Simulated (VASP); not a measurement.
# Li (Im-3m) in VASP: notebook

Runs on Li. Level: PBEsol. Tasks: relaxation of cell and atoms, single point.

Everything below comes from runs of VASP 6.6.1. Logs are shortened: lines on timing, memory, paths and dates and some standing lists are left out, and cuts for length are marked.

## Step 1: The cell of the first run

The structure is cubic, space group Im-3m (No. 229). Conventional cell: a = 3.067 Å, b = 3.067 Å, c = 3.067 Å, α = 90.00°, β = 90.00°, γ = 90.00°. Within 3.5 Å of Li (site symmetry m-3m) lie 14 Li at 2.66 to 3.07 Å.

## Step 2: Relaxation of cell and atoms, PBEsol, target pressure 8 GPa, at which the enthalpy is minimised

Input file INCAR:

```
SYSTEM = Li
  PREC = Accurate
  ENCUT = 600
  EDIFF = 1E-6
  ISMEAR = -1
  SIGMA = 0.05
  LREAL = .FALSE.
  LASPH = .TRUE.
  NELM = 60
  ALGO = Normal
  ISIF = 3
  LWAVE = .FALSE.
  LCHARG = .FALSE.
  GGA = PS
  IBRION = 2
  NSW = 60
  EDIFFG = -0.005
  PSTRESS = 80.0
```

Input file KPOINTS:

```
Automatic mesh
0
G
  18 18 18
  0 0 0
```

Input file POSCAR:

```
Li
1.0
   -1.5334336996      1.5334336996      1.5334336996
    1.5334336996     -1.5334336996      1.5334336996
    1.5334336996      1.5334336996     -1.5334336996
Li
1
Direct
    0.0000000000      0.0000000000      0.0000000000
```

Potentials or basis: VASP PAW PBE potentials, release 64 (Li_sv).

Launch:

```
cat potpaw_PBE.64/Li_sv/POTCAR > POTCAR
mpirun -np 1 vasp_std > vasp.out
```

OUTCAR:

```text
SYSTEM = Li
   PREC = Accurate
   ENCUT = 600
   EDIFF = 1E-6
   ISMEAR = -1
   LREAL = .FALSE.
   LASPH = .TRUE.
   NELM = 60
   ISIF = 3
   GGA = PS
   IBRION = 2
   NSW = 60
   EDIFFG = -0.005
   PSTRESS = 80.0

 ion  position               nearest neighbor table
   1  0.000  0.000  0.000-

  LATTYP: Found a body centered cubic cell.
 ALAT       =     3.0668673992

  Lattice vectors:

 A1 = (  -1.5334336996,   1.5334336996,   1.5334336996)
 A2 = (   1.5334336996,  -1.5334336996,   1.5334336996)
 A3 = (   1.5334336996,   1.5334336996,  -1.5334336996)

Analysis of symmetry for initial positions (statically):
=====================================================================
 Subroutine PRICEL returns:
 Original cell was already a primitive cell.

 Routine SETGRP: Setting up the symmetry group for a
 body centered cubic supercell.

 Subroutine GETGRP returns: Found 48 space group operations
 (whereof 48 operations were pure point group operations)
 out of a pool of 48 trial point group operations.

The static configuration has the point symmetry O_h .

Analysis of symmetry for dynamics (positions and initial velocities):
=====================================================================
 Subroutine PRICEL returns:
 Original cell was already a primitive cell.

 Routine SETGRP: Setting up the symmetry group for a
 body centered cubic supercell.

 Subroutine GETGRP returns: Found 48 space group operations
 (whereof 48 operations were pure point group operations)
 out of a pool of 48 trial point group operations.

The dynamic configuration has the point symmetry O_h .

 Subroutine INISYM returns: Found 48 space group operations
 (whereof 48 operations are pure point group operations),
 and found     1 'primitive' translations

----------------------------------------------------------------------------------------

                                     Primitive cell

  volume of cell :      14.4230

  direct lattice vectors                    reciprocal lattice vectors
    -1.533433700  1.533433700  1.533433700     0.000000000  0.326065613  0.326065613
     1.533433700 -1.533433700  1.533433700     0.326065613  0.000000000  0.326065613
     1.533433700  1.533433700 -1.533433700     0.326065613  0.326065613  0.000000000

  length of vectors
     2.655985078  2.655985078  2.655985078     0.461126413  0.461126413  0.461126413

  position of ions in fractional coordinates (direct lattice)
     0.000000000  0.000000000  0.000000000

  ion indices of the primitive-cell ions
   primitive index   ion index
                 1           1

----------------------------------------------------------------------------------------

 KPOINTS: Automatic mesh

Automatic generation of k-mesh.
 Grid dimensions read from file:
 generate k-points for:   18   18   18

 Generating k-lattice:

  Cartesian coordinates                     Fractional coordinates (reciprocal lattice)
     0.000000000  0.018114756  0.018114756     0.055555556  0.000000000  0.000000000
     0.018114756  0.000000000  0.018114756     0.000000000  0.055555556  0.000000000
     0.018114756  0.018114756  0.000000000     0.000000000  0.000000000  0.055555556

  Length of vectors
     0.025618134  0.025618134  0.025618134

  Shift w.r.t. Gamma in fractional coordinates (k-lattice)
     0.000000000  0.000000000  0.000000000

 Subroutine IBZKPT returns following result:
 ===========================================

 Found    195 irreducible k-points:

 Following reciprocal coordinates:
            Coordinates               Weight
  0.000000  0.000000  0.000000      1.000000
  0.055556  0.000000  0.000000     12.000000
  0.111111  0.000000  0.000000     12.000000
  0.166667  0.000000  0.000000     12.000000
  0.222222  0.000000  0.000000     12.000000
  0.277778  0.000000  0.000000     12.000000
[... 16 lines left out ...]
  0.333333  0.111111  0.000000     48.000000
  0.388889  0.111111  0.000000     48.000000
 [... further k-points ...]
   k-points           NKPTS =    195   k-points in BZ     NKDIM =    195   number of bands    NBANDS=      5
   number of dos      NEDOS =    301   number of ions     NIONS =      1
   total plane-waves  NPLWV =  13824
   dimension x,y,z NGX =    24 NGY =   24 NGZ =   24
   dimension x,y,z NGXF=    48 NGYF=   48 NGZF=   48
   ions per type =               1
   NGX,Y,Z   is equivalent  to a cutoff of  15.02, 15.02, 15.02 a.u.
   NGXF,Y,Z  is equivalent  to a cutoff of  30.04, 30.04, 30.04 a.u.
 SYSTEM =  Li
   PREC   = accura    normal or accurate (medium, high low for compatibility)
   ISTART =      0    job   : 0-new  1-cont  2-samecut
   ICHARG =      2    charge: 1-file 2-atom 10-const
   ISPIN  =      1    spin polarized calculation?
   LNONCOLLINEAR =      F non collinear calculations
   LSORBIT =      F    spin-orbit coupling
   LASPH  =      T    aspherical Exc in radial PAW
   ENCUT  =  600.0 eV  44.10 Ry    6.64 a.u.   5.30  5.30  5.30*2*pi/ulx,y,z
   NELM   =     60;   NELMIN=  2; NELMDL= -5     # of ELM steps
   EDIFF  = 0.1E-05   stopping-criterion for ELM
   LREAL  =      F    real-space projection
   EDIFFG = -.5E-02   stopping-criterion for IOM
   NSW    =     60    number of steps for IOM
   IBRION =      2    ionic relax: 0-MD 1-quasi-New 2-CG
   NFREE  =      1    steps in history (QN), initial steepest desc. (CG)
   ISIF   =      3    stress and relaxation
   ISYM   =      2    0-nonsym 1-usesym 2-fastsym
   POTIM  = 0.5000    time-step for ionic-motion
   TEBEG  =    0.0;   TEEND  =   0.0 temperature during run
   PSTRESS=   80.0 pullay stress
   NELECT =       3.0000    total number of electrons
   NUPDOWN=      -1.0000    fix difference up-down
   EMIN   =  10.00;   EMAX   =-10.00  energy-range for DOS
   EFERMI =   0.00;   METHOD = LEGACY
   ISMEAR =    -1;   SIGMA  =   0.05  broadening in eV -4-tet -1-fermi 0-gaus
   EFERMI_NEDOS =   21; number of points for ismear=-14 and -15
   IALGO  =     38    algorithm
   IMIX   =      4    mixing-type and parameters
     AMIX     =   0.40;   BMIX     =  1.00
     AMIX_MAG =   1.60;   BMIX_MAG =  1.00
  volume/ion in A,a.u.               =      14.42        97.33
  Fermi-wavevector in a.u.,A,eV,Ry     =   0.969982  1.833000 12.801241  0.940865
  Thomas-Fermi vector in A             =   2.100079
   LORBIT       =      0    0 simple, 1 ext, 2 COOP (PROOUT), +10 PAW based schemes
   GGA     = PS    functional components
   LHFCALC =     F    Hartree Fock is set to
   AEXX    =    0.0000 exact exchange contribution
   IVDW    =     0    specifies the selected vdW correction
   LEPSILON=     F    determine dielectric tensor
   LRPA    =     F    only Hartree local field effects (RPA)
 conjugate gradient relaxation of ions
 non-spin polarized calculation
  energy-cutoff  :      600.00
  volume of cell :       14.42
 maximum number of plane-waves:       496
 NGX is ok and might be reduce to    24
   NGX = 11   NGY = 11   NGZ = 11

 number of electron       2.9999997 magnetization

 Free energy of the ion-electron system (eV)
  ---------------------------------------------------
  ext. energy  EPLUGINS =         0.00000000
  ---------------------------------------------------
  free energy    TOTEN  =        -1.85102481 eV

  energy without entropy =       -1.84703252  energy(sigma->0) =       -1.84902867

 E-fermi :   1.7273     XC(G=0):  -7.9056

 val. band max:        1.7271264609   @ k =   0.2778   0.2222   0.0000
 cond. band min:       1.7556394369   @ k =   0.3333   0.1667  -0.0000
 fundamental gap:      0.0285129759
 Fermi energy:         1.7272807345

 k-point     1 :       0.0000    0.0000    0.0000
  band No.  band energies     occupation
      1     -43.6734      2.00000
      2      -2.2169      2.00000
      3      20.2528      0.00000
      4      20.2528      0.00000
      5      20.2528      0.00000

 k-point     2 :       0.0556    0.0000    0.0000
  band No.  band energies     occupation
      1     -43.6715      2.00000
      2      -2.1542      2.00000
      3      19.7396      0.00000
      4      19.8430      0.00000
      5      20.1096      0.00000

 k-point     3 :       0.1111    0.0000    0.0000
  band No.  band energies     occupation
      1     -43.6652      2.00000
      2      -1.9631      2.00000
      3      18.1940      0.00000
      4      18.9440      0.00000
      5      19.6992      0.00000

 k-point     4 :       0.1667    0.0000    0.0000
  band No.  band energies     occupation
      1     -43.6554      2.00000
      2      -1.6432      2.00000
      3      16.0538      0.00000
      4      17.9499      0.00000
      5      19.1010      0.00000

 k-point     5 :       0.2222    0.0000    0.0000
  band No.  band energies     occupation
      1     -43.6435      2.00000
      2      -1.1940      2.00000
      3      13.8127      0.00000
      4      17.0276      0.00000
      5      18.4360      0.00000

 k-point     6 :       0.2778    0.0000    0.0000
  band No.  band energies     occupation
      1     -43.6307      2.00000
      2      -0.6182      2.00000
      3      11.6782      0.00000
      4      16.2398      0.00000
      5      17.8068      0.00000
[... 113 lines left out ...]
 k-point    21 :       0.2222    0.1111    0.0000
  band No.  band energies     occupation
      1     -43.6269      2.00000
      2      -0.4156      2.00000
      3      11.6466      0.00000
      4      14.7161      0.00000
      5      16.7128      0.00000

 k-point    22 :       0.2778    0.1111    0.0000
  band No.  band energies     occupation
      1     -43.6155      2.00000
      2       0.2843      2.00000
      3       9.7257      0.00000
      4      14.1119      0.00000
      5      16.1579      0.00000

 k-point    23 :       0.3333    0.1111    0.0000
  band No.  band energies     occupation
      1     -43.6064      2.00000
      2       1.0642      2.00000
      3       8.0526      0.00000
      4      13.6770      0.00000
      5      15.7492      0.00000

 k-point    24 :       0.3889    0.1111    0.0000
  band No.  band energies     occupation
      1     -43.6004      2.00000
      2       1.8015      0.36972
      3       6.7725      0.00000
      4      13.4146      0.00000
      5      15.4996      0.00000

 [... further k-points ...]
[... 5 lines left out ...]
  --------------------------------------------------------------------------------------
  -------------------------------------------------------------------------------------
  Total        0.7193253      0.7193253      0.7193253      0.0000000      0.0000000      0.0000000
  in kB       79.9062776     79.9062776     79.9062776      0.0000000      0.0000000      0.0000000
  external PRESSURE =      -0.0937224 kB  Pullay stress =      80.0000000 kB

 VOLUME and BASIS-vectors are now :
 -----------------------------------------------------------------------------
  energy-cutoff  :      600.00
  volume of cell :       14.42
      direct lattice vectors                 reciprocal lattice vectors
    -1.533433700  1.533433700  1.533433700     0.000000000  0.326065613  0.326065613
     1.533433700 -1.533433700  1.533433700     0.326065613  0.000000000  0.326065613
     1.533433700  1.533433700 -1.533433700     0.326065613  0.326065613  0.000000000

 POSITION                                       TOTAL-FORCE (eV/Angst)
 -----------------------------------------------------------------------------------
      0.00000      0.00000      0.00000        -0.000000      0.000000      0.000000
 -----------------------------------------------------------------------------------
    total drift:                                0.000000      0.000000     -0.000000

  FREE ENERGIE OF THE ION-ELECTRON SYSTEM (eV)
  ---------------------------------------------------
  free  energy   TOTEN  =        -1.8510248095 eV

  energy  without entropy=       -1.8470325216  energy(sigma->0) =       -1.84902867

  enthalpy is  TOTEN    =        -1.1308558380 eV   P V=        0.7201689716

 reached required accuracy - stopping structural energy minimisation
```

Wall time 3.9 s (1 thread of Intel Xeon 6975P-C (Granite Rapids), shared host); peak memory 0.13 GiB.

What came out:

```yaml
Free_energy: -1.8510 eV
Pressure_after_relaxing: 8.0 GPa
```

Final structure:
```yaml
crystal:
  lattice:
    - [-1.53343, 1.53343, 1.53343]
    - [1.53343, -1.53343, 1.53343]
    - [1.53343, 1.53343, -1.53343]
  atoms:
    - { symbol: Li, position: [0.00000, 0.00000, 0.00000] }
```

Levels at points of the mesh, in eV from the Fermi level:
| k point | band 1 | band 2 | band 3 | band 4 | band 5 |
| --- | --- | --- | --- | --- | --- |
| (0.00, 0.00, 0.00) | -45.40 | -3.94 | 18.53 | 18.53 | 18.53 |
| (0.50, 0.00, 0.00) | -45.33 | 0.13 | 4.58 | 13.07 | 14.83 |
| (0.50, 0.50, 0.50) | -45.28 | 6.86 | 6.86 | 6.86 | 9.45 |

Caveat: the cutoff is under 1.25 times the usual one of these potentials, so pressure, stress and relaxed cells hold a basis-set (Pulay) error; the relaxation stopped at its first step, so nothing moved; the cell is relaxed towards a set pressure, so the enthalpy falls and the energy may rise; the PAW data sets were made with another functional, which shifts forces and pressure a little.

## Step 3: Relaxation of cell and atoms, PBEsol, target pressure 8 GPa, at which the enthalpy is minimised

This run uses another cell than the first one, of 14.49 Å³/atom, 1.005 times its volume.

Input file INCAR:

```
ALGO = Normal
EDIFF = 1E-6
EDIFFG = -0.005
ENCUT = 600
GGA = PS
IBRION = 2
ISIF = 3
ISMEAR = -1
LASPH = T
LCHARG = F
LREAL = F
LWAVE = F
NELM = 100
NSW = 32
PREC = Accurate
PSTRESS = 80.0
SIGMA = 0.05
```

Input file KPOINTS:

```
k-points
0
Gamma
  18 18 18
```

Input file POSCAR:

```
Li
1.0
   -1.5359045873      1.5359045873      1.5359045873
    1.5359045873     -1.5359045873      1.5359045873
    1.5359045873      1.5359045873     -1.5359045873
Li
1
Direct
    0.0000000000      0.0000000000      0.0000000000
```

Potentials or basis: VASP PAW PBE potentials, release 64 (Li_sv).

Launch:

```
cat potpaw_PBE.64/Li_sv/POTCAR > POTCAR
mpirun -np 1 vasp_std > vasp.out
```

It took 7 s on 1 thread of Intel Xeon 6975P-C (Granite Rapids), shared host; peak memory 0.13 GiB.

It converged, with:

| Item | Value |
| --- | --- |
| Free energy | -1.8507 eV |
| Relaxed volume | 14.41 Å³/atom |
| Relaxed cell | a = 2.655 Å, b = 2.655 Å, c = 2.655 Å, α = 109.47°, β = 109.47°, γ = 109.47° |
| Space group after relaxing (to 0.05 Å) | Im-3m (No. 229) |
| Energy change on relaxing (the enthalpy is what falls) | +3.9 meV/atom |
| Ionic steps | 3 |
| Pressure after relaxing | 8.0 GPa |

The path:
```csv
step,energy change (eV),largest force (eV/Å),pressure (GPa),volume (Å³)
1,0.0000,0.0000,7.81,14.49
2,0.0018,0.0000,7.90,14.46
3,0.0039,0.0000,8.01,14.41
```

Final structure:
```cif
data_structure
_symmetry_space_group_name_H-M 'P 1'
_symmetry_Int_Tables_number 1
_cell_length_a 2.6554
_cell_length_b 2.6554
_cell_length_c 2.6554
_cell_angle_alpha 109.471
_cell_angle_beta 109.471
_cell_angle_gamma 109.471
_cell_volume 14.41
loop_
_atom_site_label
_atom_site_type_symbol
_atom_site_fract_x
_atom_site_fract_y
_atom_site_fract_z
_atom_site_occupancy
Li1 Li 0.00000 0.00000 0.00000 1
```

Levels at points of the mesh, in eV from the Fermi level:
| k point | band 1 | band 2 | band 3 | band 4 |
| --- | --- | --- | --- | --- |
| (0.00, 0.00, 0.00) | -45.40 | -3.94 | 18.53 | 18.53 |
| (0.50, 0.00, 0.00) | -45.33 | 0.13 | 4.58 | 13.07 |
| (0.50, 0.50, 0.50) | -45.28 | 6.87 | 6.87 | 6.87 |

Caveat: the cutoff is under 1.25 times the usual one of these potentials, so pressure, stress and relaxed cells hold a basis-set (Pulay) error; the cell is relaxed towards a set pressure, so the enthalpy falls and the energy may rise; the PAW data sets were made with another functional, which shifts forces and pressure a little.

## Step 4: Single point, PBEsol

This run uses another cell than the first one, of 14.49 Å³/atom, 1.005 times its volume.

Input file INCAR:

```
PREC     = Accurate       # precision mode
ENCUT    = 520            # plane-wave cutoff, eV
EDIFF    = 1E-6           # SCF threshold, eV
ISMEAR   = -1             # smearing method
SIGMA    = 0.05           # smearing width, eV
LREAL    = False          # projectors in reciprocal space
LASPH    = True           # aspherical terms in the spheres
NELM     = 100            # most SCF steps
ALGO     = Normal         # electronic algorithm
ISIF     = 2              # what is computed and relaxed
LWAVE    = False          # write WAVECAR
LCHARG   = False          # write CHGCAR
GGA      = PS             # functional
NBANDS   = 8              # bands
```

Input file KPOINTS:

```
Automatic mesh
0
Gamma
  18 18 18
```

POSCAR is that of step 3.

Launch:

```
cat potpaw_PBE.64/Li_sv/POTCAR > POTCAR
mpirun -np 1 vasp_std > vasp.out
```

Wall time 8.7 s (1 thread of Intel Xeon 6975P-C (Granite Rapids), shared host); peak memory 0.13 GiB.

It converged, with:

```yaml
Free_energy: -1.8536 eV
```

Levels at points of the mesh, in eV from the Fermi level:
| k point | band 1 | band 2 | band 3 | band 4 | band 5 |
| --- | --- | --- | --- | --- | --- |
| (0.00, 0.00, 0.00) | -45.41 | -3.94 | 18.47 | 18.47 | 18.47 |
| (0.50, 0.00, 0.00) | -45.34 | 0.14 | 4.56 | 13.02 | 14.78 |
| (0.50, 0.50, 0.50) | -45.29 | 6.84 | 6.84 | 6.84 | 9.42 |

Caveat: the cutoff is under 1.25 times the usual one of these potentials, so pressure, stress and relaxed cells hold a basis-set (Pulay) error; the PAW data sets were made with another functional, which shifts forces and pressure a little.

## Step 5: Summary

| task | cell | cutoff (eV) | gap on the mesh (eV) | pressure (GPa) |
| --- | --- | --- | --- | --- |
| relaxation of cell and atoms | relaxed to 8 GPa from a = 2.656 Å, angles 109.5°, 1 atom | 600 | none | 8.0 |
| relaxation of cell and atoms | relaxed to 8 GPa from a = 2.660 Å, angles 109.5°, 1 atom | 600 | none | 8.0 |
| single point | a = 2.660 Å, angles 109.5°, 1 atom | 520 | none | - |

Alike in all rows: level PBEsol; potentials or basis VASP PAW PBE potentials, release 64 (Li_sv); no spin polarisation; k mesh 18 × 18 × 18; smearing fermi-dirac 0.05 eV.

Caveats: the cutoff is under 1.25 times the usual one of these potentials, so pressure, stress and relaxed cells hold a basis-set (Pulay) error; the PAW data sets were made with another functional, which shifts forces and pressure a little; the cell is relaxed towards a set pressure, so the enthalpy falls and the energy may rise (some runs); the relaxation stopped at its first step, so nothing moved (some runs).

Total energies depend on the potentials used, so only differences within one code and one set of settings carry meaning.
